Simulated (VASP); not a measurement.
# Pb (Fm-3m) in VASP: notebook

Runs on Pb. Level: PBE. Tasks: single point.

Program: VASP 6.6.1. These are calculated values, not measurements. Logs are shortened: lines on timing, memory, paths and dates and some standing lists are left out, and cuts for length are marked.

## 1. The cell of the first run

The structure is cubic, space group Fm-3m (No. 225). The conventional cell has a = 4.897 Å, b = 4.897 Å, c = 4.897 Å, α = 90.00°, β = 90.00°, γ = 90.00°. Pb (site symmetry m-3m) has 12 Pb at 3.46 Å within 4.6 Å.

## 2. Single point, PBE (volume scaled by 0.92)

The input, INCAR:

```
PREC = Accurate
ENCUT = 520
EDIFF = 1E-7
ISMEAR = -1
SIGMA = 0.1
LREAL = F
LASPH = T
NELM = 100
ALGO = Normal
ISIF = 2
LWAVE = F
LCHARG = F
GGA = PE
NBANDS = 13
```

The input, KPOINTS:

```
regular mesh
0
Gamma
  18 18 18
```

The input, POSCAR:

```
Pb
1.0
    0.0000000000      2.4485835989      2.4485835989
    2.4485835989      0.0000000000      2.4485835989
    2.4485835989      2.4485835989      0.0000000000
Pb
1
Direct
    0.0000000000      0.0000000000      0.0000000000
```

Potentials or basis: VASP PAW PBE potentials, release 64 (Pb_d).

Command:

```bash
$ cat potpaw_PBE.64/Pb_d/POTCAR > POTCAR
$ mpirun -np 1 vasp_std > vasp.out
```

OUTCAR:

```text
PREC = Accurate
   ENCUT = 520
   EDIFF = 1E-7
   ISMEAR = -1
   LREAL = F
   LASPH = T
   NELM = 100
   ISIF = 2
   GGA = PE

 ion  position               nearest neighbor table
   1  0.000  0.000  0.000-

  LATTYP: Found a face centered cubic cell.
 ALAT       =     4.8971671978

  Lattice vectors:

 A1 = (   0.0000000000,   2.4485835989,   2.4485835989)
 A2 = (   2.4485835989,   0.0000000000,   2.4485835989)
 A3 = (   2.4485835989,   2.4485835989,   0.0000000000)

Analysis of symmetry for initial positions (statically):
=====================================================================
 Subroutine PRICEL returns:
 Original cell was already a primitive cell.

 Routine SETGRP: Setting up the symmetry group for a
 face centered cubic supercell.

 Subroutine GETGRP returns: Found 48 space group operations
 (whereof 48 operations were pure point group operations)
 out of a pool of 48 trial point group operations.

The static configuration has the point symmetry O_h .

Analysis of symmetry for dynamics (positions and initial velocities):
=====================================================================
 Subroutine PRICEL returns:
 Original cell was already a primitive cell.

 Routine SETGRP: Setting up the symmetry group for a
 face centered cubic supercell.

 Subroutine GETGRP returns: Found 48 space group operations
 (whereof 48 operations were pure point group operations)
 out of a pool of 48 trial point group operations.

The dynamic configuration has the point symmetry O_h .

 Subroutine INISYM returns: Found 48 space group operations
 (whereof 48 operations are pure point group operations),
 and found     1 'primitive' translations

----------------------------------------------------------------------------------------

                                     Primitive cell

  volume of cell :      29.3613

  direct lattice vectors                    reciprocal lattice vectors
     0.000000000  2.448583599  2.448583599    -0.204199685  0.204199685  0.204199685
     2.448583599  0.000000000  2.448583599     0.204199685 -0.204199685  0.204199685
     2.448583599  2.448583599  0.000000000     0.204199685  0.204199685 -0.204199685

  length of vectors
     3.462820134  3.462820134  3.462820134     0.353684230  0.353684230  0.353684230

  position of ions in fractional coordinates (direct lattice)
     0.000000000  0.000000000  0.000000000

  ion indices of the primitive-cell ions
   primitive index   ion index
                 1           1

----------------------------------------------------------------------------------------

 KPOINTS: regular mesh

Automatic generation of k-mesh.
 Grid dimensions read from file:
 generate k-points for:   18   18   18

 Generating k-lattice:

  Cartesian coordinates                     Fractional coordinates (reciprocal lattice)
    -0.011344427  0.011344427  0.011344427     0.055555556  0.000000000  0.000000000
     0.011344427 -0.011344427  0.011344427     0.000000000  0.055555556  0.000000000
     0.011344427  0.011344427 -0.011344427     0.000000000  0.000000000  0.055555556

  Length of vectors
     0.019649124  0.019649124  0.019649124

  Shift w.r.t. Gamma in fractional coordinates (k-lattice)
     0.000000000  0.000000000  0.000000000

 Subroutine IBZKPT returns following result:
 ===========================================

 Found    195 irreducible k-points:

 Following reciprocal coordinates:
            Coordinates               Weight
  0.000000  0.000000  0.000000      1.000000
  0.055556  0.000000  0.000000      8.000000
  0.111111  0.000000  0.000000      8.000000
  0.166667  0.000000  0.000000      8.000000
  0.222222  0.000000  0.000000      8.000000
  0.277778  0.000000  0.000000      8.000000
[... 16 lines left out ...]
 -0.277778  0.055556  0.000000     24.000000
 -0.222222  0.055556  0.000000     24.000000
 [... further k-points ...]
   k-points           NKPTS =    195   k-points in BZ     NKDIM =    195   number of bands    NBANDS=     13
   number of dos      NEDOS =    301   number of ions     NIONS =      1
   total plane-waves  NPLWV =  21952
   dimension x,y,z NGX =    28 NGY =   28 NGZ =   28
   dimension x,y,z NGXF=    56 NGYF=   56 NGZF=   56
   ions per type =               1
   NGX,Y,Z   is equivalent  to a cutoff of  13.44, 13.44, 13.44 a.u.
   NGXF,Y,Z  is equivalent  to a cutoff of  26.88, 26.88, 26.88 a.u.
 SYSTEM =  unknown system
   PREC   = accura    normal or accurate (medium, high low for compatibility)
   ISTART =      0    job   : 0-new  1-cont  2-samecut
   ICHARG =      2    charge: 1-file 2-atom 10-const
   ISPIN  =      1    spin polarized calculation?
   LNONCOLLINEAR =      F non collinear calculations
   LSORBIT =      F    spin-orbit coupling
   LASPH  =      T    aspherical Exc in radial PAW
   ENCUT  =  520.0 eV  38.22 Ry    6.18 a.u.   6.44  6.44  6.44*2*pi/ulx,y,z
   NELM   =    100;   NELMIN=  2; NELMDL= -5     # of ELM steps
   EDIFF  = 0.1E-06   stopping-criterion for ELM
   LREAL  =      F    real-space projection
   EDIFFG = 0.1E-05   stopping-criterion for IOM
   NSW    =      0    number of steps for IOM
   IBRION =     -1    ionic relax: 0-MD 1-quasi-New 2-CG
   NFREE  =      0    steps in history (QN), initial steepest desc. (CG)
   ISIF   =      2    stress and relaxation
   ISYM   =      2    0-nonsym 1-usesym 2-fastsym
   POTIM  = 0.5000    time-step for ionic-motion
   TEBEG  =    0.0;   TEEND  =   0.0 temperature during run
   PSTRESS=    0.0 pullay stress
   NELECT =      14.0000    total number of electrons
   NUPDOWN=      -1.0000    fix difference up-down
   EMIN   =  10.00;   EMAX   =-10.00  energy-range for DOS
   EFERMI =   0.00;   METHOD = LEGACY
   ISMEAR =    -1;   SIGMA  =   0.10  broadening in eV -4-tet -1-fermi 0-gaus
   EFERMI_NEDOS =   21; number of points for ismear=-14 and -15
   IALGO  =     38    algorithm
   IMIX   =      4    mixing-type and parameters
     AMIX     =   0.40;   BMIX     =  1.00
     AMIX_MAG =   1.60;   BMIX_MAG =  1.00
  volume/ion in A,a.u.               =      29.36       198.14
  Fermi-wavevector in a.u.,A,eV,Ry     =   1.278967  2.416897 22.255810  1.635756
  Thomas-Fermi vector in A             =   2.411479
   LORBIT       =      0    0 simple, 1 ext, 2 COOP (PROOUT), +10 PAW based schemes
   GGA     = PE    functional components
   LHFCALC =     F    Hartree Fock is set to
   AEXX    =    0.0000 exact exchange contribution
   IVDW    =     0    specifies the selected vdW correction
   LEPSILON=     F    determine dielectric tensor
   LRPA    =     F    only Hartree local field effects (RPA)
 non-spin polarized calculation
  energy-cutoff  :      520.00
  volume of cell :       29.36
 maximum number of plane-waves:       809
 NGX is ok and might be reduce to    28
   NGX = 13   NGY = 13   NGZ = 13

 number of electron      13.9999999 magnetization

 Free energy of the ion-electron system (eV)
  ---------------------------------------------------
  ext. energy  EPLUGINS =         0.00000000
  ---------------------------------------------------
  free energy    TOTEN  =        -3.53910388 eV

  energy without entropy =       -3.52050174  energy(sigma->0) =       -3.52980281

 E-fermi :   7.6987     XC(G=0): -10.3403

 val. band max:        7.6973881909   @ k =  -0.3889   0.3333   0.1667
 cond. band min:       7.7000478096   @ k =   0.3333   0.3333   0.0000
 fundamental gap:      0.0026596186
 Fermi energy:         7.6987116290

 k-point     1 :       0.0000    0.0000    0.0000
  band No.  band energies     occupation
      1      -9.4485      2.00000
      2      -9.4485      2.00000
      3      -9.4485      2.00000
      4      -9.2942      2.00000
      5      -9.2942      2.00000
      6      -4.3283      2.00000
      7      15.3250      0.00000
      8      15.3250      0.00000
      9      15.3250      0.00000
     10      17.4305      0.00000
     11      19.4036      0.00000
     12      20.3752      0.00000
     13      20.3752      0.00000

 k-point     2 :       0.0556    0.0000    0.0000
  band No.  band energies     occupation
      1      -9.4487      2.00000
      2      -9.4435      2.00000
      3      -9.4435      2.00000
      4      -9.2948      2.00000
      5      -9.2948      2.00000
      6      -4.2669      2.00000
      7      14.5204      0.00000
      8      15.2459      0.00000
      9      15.2459      0.00000
     10      17.2861      0.00000
     11      19.7523      0.00000
     12      20.5142      0.00000
     13      20.5142      0.00000

 k-point     3 :       0.1111    0.0000    0.0000
  band No.  band energies     occupation
      1      -9.4496      2.00000
      2      -9.4305      2.00000
      3      -9.4305      2.00000
      4      -9.2946      2.00000
      5      -9.2946      2.00000
      6      -4.0823      2.00000
      7      12.8824      0.00000
      8      15.0328      0.00000
      9      15.0328      0.00000
     10      17.0922      0.00000
     11      20.2945      0.00000
     12      20.8985      0.00000
     13      20.8985      0.00000
[... 305 lines left out ...]
 k-point    23 :      -0.2778    0.0556    0.0000
  band No.  band energies     occupation
      1      -9.4634      2.00000
      2      -9.4127      2.00000
      3      -9.4084      2.00000
      4      -9.2483      2.00000
      5      -9.2131      2.00000
      6      -2.5389      2.00000
      7       7.1427      1.99234
      8      12.9311      0.00000
      9      14.4011      0.00000
     10      17.0724      0.00000
     11      18.3849      0.00000
     12      19.5111      0.00000
     13      21.0050      0.00000

 k-point    24 :      -0.2222    0.0556    0.0000
  band No.  band energies     occupation
      1      -9.4583      2.00000
      2      -9.4062      2.00000
      3      -9.4034      2.00000
      4      -9.2817      2.00000
      5      -9.2434      2.00000
      6      -3.1200      2.00000
      7       8.7679      0.00005
      8      13.1825      0.00000
      9      14.8008      0.00000
     10      17.1756      0.00000
     11      18.9297      0.00000
     12      19.8606      0.00000
     13      21.5559      0.00000

 [... further k-points ...]

------------------------ aborting loop because EDIFF is reached ----------------------------------------

  FORCE on cell =-STRESS in cart. coord.  units (eV):
  Direction    XX          YY          ZZ          XY          YZ          ZX
  --------------------------------------------------------------------------------------
  -------------------------------------------------------------------------------------
  Total        0.7586432      0.7586432      0.7586432      0.0000000      0.0000000     -0.0000000
  in kB       41.3974246     41.3974246     41.3974246      0.0000000      0.0000000     -0.0000000
  external PRESSURE =      41.3974246 kB  Pullay stress =       0.0000000 kB

 VOLUME and BASIS-vectors are now :
 -----------------------------------------------------------------------------
  energy-cutoff  :      520.00
  volume of cell :       29.36
      direct lattice vectors                 reciprocal lattice vectors
     0.000000000  2.448583599  2.448583599    -0.204199685  0.204199685  0.204199685
     2.448583599  0.000000000  2.448583599     0.204199685 -0.204199685  0.204199685
     2.448583599  2.448583599  0.000000000     0.204199685  0.204199685 -0.204199685

 POSITION                                       TOTAL-FORCE (eV/Angst)
 -----------------------------------------------------------------------------------
      0.00000      0.00000      0.00000        -0.000000     -0.000000     -0.000000
 -----------------------------------------------------------------------------------
    total drift:                               -0.000000     -0.000000     -0.000000

  FREE ENERGIE OF THE ION-ELECTRON SYSTEM (eV)
  ---------------------------------------------------
  free  energy   TOTEN  =        -3.5391038769 eV

  energy  without entropy=       -3.5205017374  energy(sigma->0) =       -3.52980281
```

Wall time 46 s (1 thread of Intel Xeon 6975P-C, shared host); peak memory 0.21 GiB.

What came out:

```yaml
Free_energy: -3.5391 eV
Pressure: 4.1 GPa
Band_gap_on_the_k_mesh: zero (band 7 reaches 15.32 eV, above the bottom of band 8 at 6.04 eV)
```

Levels at points of the mesh, in eV from the Fermi level:
```tsv
k point	band 3	band 4	band 5	band 6	band 7	band 8	band 9	band 10	band 11	band 12
(0.00, 0.00, 0.00)	-17.15	-16.99	-16.99	-12.03	7.63	7.63	7.63	9.73	11.70	12.68
(0.50, 0.00, 0.00)	-17.14	-16.85	-16.85	-8.21	-4.42	5.71	5.71	9.21	9.71	11.35
(0.50, 0.50, 0.00)	-16.86	-16.81	-16.81	-6.72	-3.45	2.04	2.04	5.43	6.70	18.38
```

Caveat: spin-orbit coupling is left out, which moves the levels of the heavy elements.

(Continued in part 2 of 2.)
